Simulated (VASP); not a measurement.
# HgTe2 (P4/nmm) in VASP: notebook

Runs on HgTe2. Level: PBE. Tasks: single point, relaxation of cell and atoms.

Program: VASP 6.6.1. These are calculated values, not measurements. Logs are shortened: lines on timing, memory, paths and dates and some standing lists are left out, and cuts for length are marked.

## 1. The cell of the first run

It takes space group P4/nmm (No. 129, tetragonal). Conventional cell: a = 4.941 Å, b = 4.941 Å, c = 8.963 Å, α = 90.00°, β = 90.00°, γ = 90.00°. Hg (site symmetry 4mm) has 5 Te at 2.71 to 3.04 Å within 3.6 Å. Within 4.0 Å of Te (site symmetry -4m2) lie 4 Hg at 3.04 Å and 4 Te at 3.49 Å. Te (site symmetry 4mm) has 1 Hg at 2.71 Å and 4 Te at 3.49 Å within 3.6 Å.

## 2. Single point, PBE

File INCAR:

```
SYSTEM = HgTe2
  PREC = Accurate
  ENCUT = 520
  EDIFF = 1E-7
  ISMEAR = 0
  SIGMA = 0.1
  LREAL = .FALSE.
  LASPH = .TRUE.
  NELM = 60
  ALGO = Normal
  ISIF = 2
  LWAVE = .FALSE.
  LCHARG = .FALSE.
  GGA = PE
  NBANDS = 33
```

File KPOINTS:

```
regular mesh
0
G
  4 4 4
  0 0 0
```

File POSCAR:

```
HgTe2
1.0
    4.9410589026      0.0000000000      0.0000000000
    0.0000000000      4.9410589026      0.0000000000
    0.0000000000      0.0000000000      8.9631906099
Hg Te
2 4
Direct
    0.0000000000      0.5000000000      0.8016475371
    0.5000000000      0.0000000000      0.1983524629
    0.0000000000      0.0000000000      0.0000000000
    0.5000000000      0.5000000000      0.0000000000
    0.0000000000      0.5000000000      0.4995026948
    0.5000000000      0.0000000000      0.5004973052
```

Potentials or basis: VASP PAW PBE potentials, release 64 (Hg, Te).

Launch:

```
cat potpaw_PBE.64/Hg/POTCAR potpaw_PBE.64/Te/POTCAR > POTCAR
mpirun -np 1 vasp_std > vasp.out
```

OUTCAR:

```text
SYSTEM = HgTe2
   PREC = Accurate
   ENCUT = 520
   EDIFF = 1E-7
   ISMEAR = 0
   LREAL = .FALSE.
   LASPH = .TRUE.
   NELM = 60
   ISIF = 2
   GGA = PE

 ion  position               nearest neighbor table
   1  0.000  0.500  0.802-   5 2.71   4 3.04   3 3.04   3 3.04   4 3.04
   2  0.500  0.000  0.198-   6 2.71   4 3.04   3 3.04   4 3.04   3 3.04
   3  0.000  0.000  0.000-   1 3.04   2 3.04   1 3.04   2 3.04   4 3.49   4 3.49   4 3.49   4 3.49

   4  0.500  0.500  0.000-   1 3.04   2 3.04   2 3.04   1 3.04   3 3.49   3 3.49   3 3.49   3 3.49

   5  0.000  0.500  0.500-   1 2.71   6 3.49   6 3.49   6 3.49   6 3.49
   6  0.500  0.000  0.500-   2 2.71   5 3.49   5 3.49   5 3.49   5 3.49

  LATTYP: Found a simple tetragonal cell.
 ALAT       =     4.9410589026
 C/A-ratio  =     1.8140222140

  Lattice vectors:

 A1 = (   4.9410589026,   0.0000000000,   0.0000000000)
 A2 = (   0.0000000000,   4.9410589026,   0.0000000000)
 A3 = (   0.0000000000,   0.0000000000,   8.9631906099)

Analysis of symmetry for initial positions (statically):
=====================================================================
 Subroutine PRICEL returns:
 Original cell was already a primitive cell.

 Routine SETGRP: Setting up the symmetry group for a
 simple tetragonal supercell.

 Subroutine GETGRP returns: Found 16 space group operations
 (whereof  8 operations were pure point group operations)
 out of a pool of 16 trial point group operations.

The static configuration has the point symmetry D_2d.
 The point group associated with its full space group is D_4h.

Analysis of symmetry for dynamics (positions and initial velocities):
=====================================================================
 Subroutine PRICEL returns:
 Original cell was already a primitive cell.

 Routine SETGRP: Setting up the symmetry group for a
 simple tetragonal supercell.

 Subroutine GETGRP returns: Found 16 space group operations
 (whereof  8 operations were pure point group operations)
 out of a pool of 16 trial point group operations.

The dynamic configuration has the point symmetry D_2d.
 The point group associated with its full space group is D_4h.

 Subroutine INISYM returns: Found 16 space group operations
 (whereof  8 operations are pure point group operations),
 and found     1 'primitive' translations

----------------------------------------------------------------------------------------

                                     Primitive cell

  volume of cell :     218.8279

  direct lattice vectors                    reciprocal lattice vectors
     4.941058903  0.000000000  0.000000000     0.202385768  0.000000000  0.000000000
     0.000000000  4.941058903  0.000000000     0.000000000  0.202385768  0.000000000
     0.000000000  0.000000000  8.963190610     0.000000000  0.000000000  0.111567414

  length of vectors
     4.941058903  4.941058903  8.963190610     0.202385768  0.202385768  0.111567414

  position of ions in fractional coordinates (direct lattice)
     0.000000000  0.500000000  0.801647537
     0.500000000  0.000000000  0.198352463
     0.000000000  0.000000000  0.000000000
     0.500000000  0.500000000  0.000000000
     0.000000000  0.500000000  0.499502695
     0.500000000  0.000000000  0.500497305

  ion indices of the primitive-cell ions
   primitive index   ion index
                 1           1
                 2           2
                 3           3
                 4           4
                 5           5
                 6           6

----------------------------------------------------------------------------------------

 KPOINTS: regular mesh

Automatic generation of k-mesh.
 Grid dimensions read from file:
 generate k-points for:    4    4    4

 Generating k-lattice:

  Cartesian coordinates                     Fractional coordinates (reciprocal lattice)
     0.050596442  0.000000000  0.000000000     0.250000000  0.000000000  0.000000000
     0.000000000  0.050596442  0.000000000     0.000000000  0.250000000  0.000000000
     0.000000000  0.000000000  0.027891854     0.000000000  0.000000000  0.250000000

  Length of vectors
     0.050596442  0.050596442  0.027891854

  Shift w.r.t. Gamma in fractional coordinates (k-lattice)
     0.000000000  0.000000000  0.000000000

 Subroutine IBZKPT returns following result:
 ===========================================

 Found     18 irreducible k-points:

 Following reciprocal coordinates:
            Coordinates               Weight
  0.000000  0.000000  0.000000      1.000000
  0.250000  0.000000  0.000000      4.000000
  0.500000  0.000000  0.000000      2.000000
  0.250000  0.250000  0.000000      4.000000
  0.500000  0.250000  0.000000      4.000000
  0.500000  0.500000  0.000000      1.000000
[... 10 lines left out ...]
  0.500000  0.250000  0.500000      4.000000
  0.500000  0.500000  0.500000      1.000000
   k-points           NKPTS =     18   k-points in BZ     NKDIM =     18   number of bands    NBANDS=     33
   number of dos      NEDOS =    301   number of ions     NIONS =      6
   total plane-waves  NPLWV = 112000
   dimension x,y,z NGX =    40 NGY =   40 NGZ =   70
   dimension x,y,z NGXF=    80 NGYF=   80 NGZF=  140
   ions per type =               2   4
   NGX,Y,Z   is equivalent  to a cutoff of  13.46, 13.46, 12.98 a.u.
   NGXF,Y,Z  is equivalent  to a cutoff of  26.92, 26.92, 25.97 a.u.
 SYSTEM =  HgTe2
   PREC   = accura    normal or accurate (medium, high low for compatibility)
   ISTART =      0    job   : 0-new  1-cont  2-samecut
   ICHARG =      2    charge: 1-file 2-atom 10-const
   ISPIN  =      1    spin polarized calculation?
   LNONCOLLINEAR =      F non collinear calculations
   LSORBIT =      F    spin-orbit coupling
   LASPH  =      T    aspherical Exc in radial PAW
   ENCUT  =  520.0 eV  38.22 Ry    6.18 a.u.   9.19  9.19 16.67*2*pi/ulx,y,z
   NELM   =     60;   NELMIN=  2; NELMDL= -5     # of ELM steps
   EDIFF  = 0.1E-06   stopping-criterion for ELM
   LREAL  =      F    real-space projection
   EDIFFG = 0.1E-05   stopping-criterion for IOM
   NSW    =      0    number of steps for IOM
   IBRION =     -1    ionic relax: 0-MD 1-quasi-New 2-CG
   NFREE  =      0    steps in history (QN), initial steepest desc. (CG)
   ISIF   =      2    stress and relaxation
   ISYM   =      2    0-nonsym 1-usesym 2-fastsym
   POTIM  = 0.5000    time-step for ionic-motion
   TEBEG  =    0.0;   TEEND  =   0.0 temperature during run
   PSTRESS=    0.0 pullay stress
   NELECT =      48.0000    total number of electrons
   NUPDOWN=      -1.0000    fix difference up-down
   EMIN   =  10.00;   EMAX   =-10.00  energy-range for DOS
   EFERMI =   0.00;   METHOD = LEGACY
   ISMEAR =     0;   SIGMA  =   0.10  broadening in eV -4-tet -1-fermi 0-gaus
   EFERMI_NEDOS =   21; number of points for ismear=-14 and -15
   IALGO  =     38    algorithm
   IMIX   =      4    mixing-type and parameters
     AMIX     =   0.40;   BMIX     =  1.00
     AMIX_MAG =   1.60;   BMIX_MAG =  1.00
  volume/ion in A,a.u.               =      36.47       246.12
  Fermi-wavevector in a.u.,A,eV,Ry     =   0.987312  1.865749 13.262751  0.974785
  Thomas-Fermi vector in A             =   2.118757
   LORBIT       =      0    0 simple, 1 ext, 2 COOP (PROOUT), +10 PAW based schemes
   GGA     = PE    functional components
   LHFCALC =     F    Hartree Fock is set to
   AEXX    =    0.0000 exact exchange contribution
   IVDW    =     0    specifies the selected vdW correction
   LEPSILON=     F    determine dielectric tensor
   LRPA    =     F    only Hartree local field effects (RPA)
 non-spin polarized calculation
 Gauss-broadening in eV      SIGMA  =   0.10
  energy-cutoff  :      520.00
  volume of cell :      218.83
 maximum number of plane-waves:      5912
 NGX is ok and might be reduce to    40
   NGX = 19   NGY = 19   NGZ = 33

 number of electron      47.9999994 magnetization

 Free energy of the ion-electron system (eV)
  ---------------------------------------------------
  ext. energy  EPLUGINS =         0.00000000
  ---------------------------------------------------
  free energy    TOTEN  =       -12.07908422 eV

  energy without entropy =      -12.03169556  energy(sigma->0) =      -12.05538989

 E-fermi :   3.6112     XC(G=0):  -8.5573

 val. band max:        3.5932723735   @ k =   0.2500   0.0000   0.5000
 cond. band min:       3.6217069054   @ k =   0.5000   0.2500   0.2500
 fundamental gap:      0.0284345319
 Fermi energy:         3.6111746615

 k-point     1 :       0.0000    0.0000    0.0000
  band No.  band energies     occupation
      1      -8.9526      2.00000
      2      -8.3419      2.00000
      3      -6.6402      2.00000
      4      -6.5989      2.00000
      5      -3.9274      2.00000
      6      -3.9274      2.00000
[... 25 lines left out ...]
     32       7.6877      0.00000
     33       8.7582      0.00000

 k-point     2 :       0.2500    0.0000    0.0000
  band No.  band energies     occupation
      1      -8.6821      2.00000
      2      -8.1221      2.00000
      3      -7.0713      2.00000
      4      -6.8959      2.00000
      5      -3.8816      2.00000
      6      -3.8346      2.00000
[... 25 lines left out ...]
     32       8.3853      0.00000
     33       8.8523      0.00000

 k-point     3 :       0.5000    0.0000    0.0000
  band No.  band energies     occupation
      1      -7.9532      2.00000
      2      -7.9532      2.00000
      3      -7.5463      2.00000
      4      -7.5463      2.00000
      5      -3.7815      2.00000
      6      -3.7815      2.00000
[... 25 lines left out ...]
     32       8.0745      0.00000
     33       9.5882      0.00000

 k-point     4 :       0.2500    0.2500    0.0000
  band No.  band energies     occupation
      1      -8.4432      2.00000
      2      -7.9423      2.00000
      3      -7.2537      2.00000
      4      -7.0870      2.00000
      5      -3.8976      2.00000
      6      -3.7026      2.00000
[... 25 lines left out ...]
     32       8.3072      0.00000
     33       9.2518      0.00000

 k-point     5 :       0.5000    0.2500    0.0000
  band No.  band energies     occupation
      1      -7.8413      2.00000
      2      -7.8413      2.00000
      3      -7.5082      2.00000
      4      -7.5082      2.00000
      5      -3.7878      2.00000
      6      -3.7878      2.00000
[... 388 lines left out ...]
 k-point    16 :       0.2500    0.2500    0.5000
  band No.  band energies     occupation
      1      -8.4040      2.00000
      2      -8.0048      2.00000
      3      -7.2538      2.00000
      4      -7.0659      2.00000
      5      -3.8755      2.00000
      6      -3.7282      2.00000
[... 25 lines left out ...]
     32       8.9324      0.00000
     33       9.0014      0.00000

 k-point    17 :       0.5000    0.2500    0.5000
  band No.  band energies     occupation
      1      -7.8320      2.00000
      2      -7.8320      2.00000
      3      -7.5177      2.00000
      4      -7.5177      2.00000
      5      -3.7972      2.00000
      6      -3.7972      2.00000
[... 25 lines left out ...]
     32       9.2889      0.00000
     33       9.7283      0.00000

 k-point    18 :       0.5000    0.5000    0.5000
  band No.  band energies     occupation
      1      -7.7082      2.00000
      2      -7.7082      2.00000
      3      -7.4791      2.00000
      4      -7.4791      2.00000
      5      -3.7818      2.00000
      6      -3.7818      2.00000
[... 25 lines left out ...]
     32      10.0582      0.00000
     33      10.1666      0.00000

------------------------ aborting loop because EDIFF is reached ----------------------------------------

  FORCE on cell =-STRESS in cart. coord.  units (eV):
  Direction    XX          YY          ZZ          XY          YZ          ZX
  --------------------------------------------------------------------------------------
  -------------------------------------------------------------------------------------
  Total       -0.3693322     -0.3693322      0.0698070      0.0000000      0.0000000      0.0000000
  in kB       -2.7041147     -2.7041147      0.5111014      0.0000000      0.0000000      0.0000000
  external PRESSURE =      -1.6323760 kB  Pullay stress =       0.0000000 kB

 VOLUME and BASIS-vectors are now :
 -----------------------------------------------------------------------------
  energy-cutoff  :      520.00
  volume of cell :      218.83
      direct lattice vectors                 reciprocal lattice vectors
     4.941058903  0.000000000  0.000000000     0.202385768  0.000000000  0.000000000
     0.000000000  4.941058903  0.000000000     0.000000000  0.202385768  0.000000000
     0.000000000  0.000000000  8.963190610     0.000000000  0.000000000  0.111567414

 POSITION                                       TOTAL-FORCE (eV/Angst)
 -----------------------------------------------------------------------------------
      0.00000      2.47053      7.18532        -0.000000      0.000000      0.046086
      2.47053      0.00000      1.77787         0.000000      0.000000     -0.046086
      0.00000      0.00000      0.00000         0.000000     -0.000000      0.000000
      2.47053      2.47053      0.00000         0.000000      0.000000      0.000000
      0.00000      2.47053      4.47714         0.000000      0.000000     -0.018496
      2.47053      0.00000      4.48605        -0.000000      0.000000      0.018496
 -----------------------------------------------------------------------------------
    total drift:                               -0.000000      0.000000      0.000000

  FREE ENERGIE OF THE ION-ELECTRON SYSTEM (eV)
  ---------------------------------------------------
  free  energy   TOTEN  =       -12.0790842198 eV

  energy  without entropy=      -12.0316955624  energy(sigma->0) =      -12.05538989
```

Run time: 73 s. Hardware: 1 thread of Intel Xeon 6975P-C (Granite Rapids), shared host; peak memory 0.37 GiB.

What came out:

```yaml
Free_energy: -12.0791 eV
Pressure: -0.2 GPa
Largest_force: 0.046 eV/Å
Band_gap_on_the_k_mesh: zero (band 24 reaches 4.69 eV, above the bottom of band 25 at 2.21 eV)
```

Forces on the atoms (eV/Å):
```
Hg   0.000  0.000  0.046
Hg   0.000  0.000 -0.046
Te   0.000  0.000  0.000
Te   0.000  0.000  0.000
Te   0.000  0.000 -0.018
Te   0.000  0.000  0.018
```

Stress tensor (GPa, compression positive):
```
-0.27  0.00  0.00
 0.00 -0.27  0.00
 0.00  0.00  0.05
```

Caveat: spin-orbit coupling is left out, which moves the levels of the heavy elements.

## 3. Single point, PBE

This run uses another cell than the first one, of 28.02 Å³/atom, 0.768 times its volume.

File INCAR:

```
  PREC = Accurate
  ENCUT = 520
  EDIFF = 1E-7
  ISMEAR = 0
  SIGMA = 0.1
  LREAL = F
  LASPH = T
  NELM = 80
  ALGO = Normal
  ISIF = 2
  LWAVE = F
  LCHARG = T
  GGA = PE
  LELF = T
  LVHAR = T
  NBANDS = 33
```

File KPOINTS:

```
regular mesh
0
Gamma
  4 4 4
```

File POSCAR:

```
HgTe2
1.0
    4.7940002593      0.0000000000      0.0000000000
    0.0000000000      4.7940002593      0.0000000000
    0.0000000000      0.0000000000      7.3146932815
Hg Te
2 4
Direct
    0.0000000000      0.5000000000      0.7000000000
    0.5000000000      0.0000000000      0.3000000000
    0.0000000000      0.0000000000      0.0000000000
    0.5000000000      0.5000000000      0.0000000000
    0.0000000000      0.5000000000      0.2700000000
    0.5000000000      0.0000000000      0.7300000000
```

Potentials or basis: VASP PAW PBE potentials, release 64 (Hg, Te).

Launch:

```
cat potpaw_PBE.64/Hg/POTCAR potpaw_PBE.64/Te/POTCAR > POTCAR
mpirun -np 1 vasp_std > vasp.out
```

Wall time 40 s (1 thread of Intel Xeon 6975P-C (Granite Rapids), shared host); peak memory 0.28 GiB.

Results (log left out):

* Free energy: -10.0510 eV
* Pressure: 5.7 GPa
* Largest force: 1.084 eV/Å
* Band gap on the k mesh: zero (band 24 reaches 7.22 eV, above the bottom of band 25 at 5.70 eV)

Forces in eV/Å, atoms in the order of the input:
```
Hg   0.000  0.000 -0.588
Hg   0.000  0.000  0.588
Te   0.000  0.000  0.000
Te   0.000  0.000  0.000
Te   0.000  0.000  1.084
Te   0.000  0.000 -1.084
```

Stress tensor (GPa, compression positive):
```
6.88 0.00 0.00
0.00 6.88 0.00
0.00 0.00 3.49
```

Levels at points of the mesh, in eV from the Fermi level:
```
           k point  band 20  band 21  band 22  band 23  band 24  band 25  band 26  band 27  band 28  band 29
(0.00, 0.00, 0.00)    -2.55    -2.37    -1.44    -0.29    -0.29     0.24     0.58     0.58     0.69     4.88
(0.50, 0.00, 0.00)    -3.53    -1.18    -1.18     0.04     0.04     0.19     0.19     1.75     1.75     3.36
(0.50, 0.50, 0.00)    -3.88    -2.48    -2.48     1.31     1.31     1.82     1.82     2.09     2.09     4.90
(0.00, 0.00, 0.50)    -2.89    -2.65    -1.44    -0.66     0.07     0.07     0.26     0.26     2.17     4.05
(0.50, 0.00, 0.50)    -3.31    -1.31    -1.31    -0.39    -0.39     0.16     0.16     1.25     1.25     4.02
(0.50, 0.50, 0.50)    -1.69    -1.68    -1.68    -0.94    -0.94     1.13     1.13     1.30     1.30     4.63
```

Caveat: spin-orbit coupling is left out, which moves the levels of the heavy elements; forces of over 1 eV/Å act on the atoms, so gaps and moduli don't describe the material at rest.

(Part 1 of 2 ends here.)
